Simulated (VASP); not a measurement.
ErBe:

```
CELL_PARAMETERS angstrom
-2.15097 2.15097 2.11495
2.15097 -2.15097 2.11495
2.15097 2.15097 -2.11495
ATOMIC_POSITIONS crystal
Er 0.00000 0.00000 0.00000
Be 0.50000 0.50000 0.00000
```

The cell was generated, and may not be a known phase.

| Item | Value |
| --- | --- |
| Program | VASP 6.6.1 |
| Task | relaxation of cell and atoms |
| Functional | PBE |
| Potentials or basis | VASP PAW PBE potentials, release 64 (Er_3, Be), 4f in core |
| Cutoff | 600 eV |
| k mesh | 6 × 6 × 6 |
| Occupations | gaussian, width 0.2 eV |
| Spin | no spin polarisation |

At the start: pressure 15.9 GPa; volume 19.57 Å³/atom.

Question: How do energy, volume and symmetry change on relaxing?

Answer: Over 7 steps the energy falls by 1038.5 meV/atom and the volume is 22.10 Å³/atom (+12.9 %); space group I4/mmm (No. 139, to 0.1 Å) before, Fm-3m (No. 225, to 0.1 Å).

The path:
```tsv
step	energy change (eV)	largest force (eV/Å)	pressure (GPa)	volume (Å³)
1	0.0000	0.0000	15.90	39.14
2	-1.9971	0.0000	-4.93	48.97
3	-2.0006	0.0000	-3.56	47.62
4	-2.0076	0.0000	-4.15	48.13
5	-2.0766	0.0000	-0.14	44.31
6	-2.0766	0.0000	-0.23	44.37
7	-2.0771	0.0000	0.01	44.19
```

Final structure:
```
Er Be
1.0
    -1.98429    1.98429    2.80606
     1.98429   -1.98429    2.80606
     1.98429    1.98429   -2.80606
Er Be
1 1
Direct
  0.00000 0.00000 0.00000
  0.50000 0.50000 0.00000
```
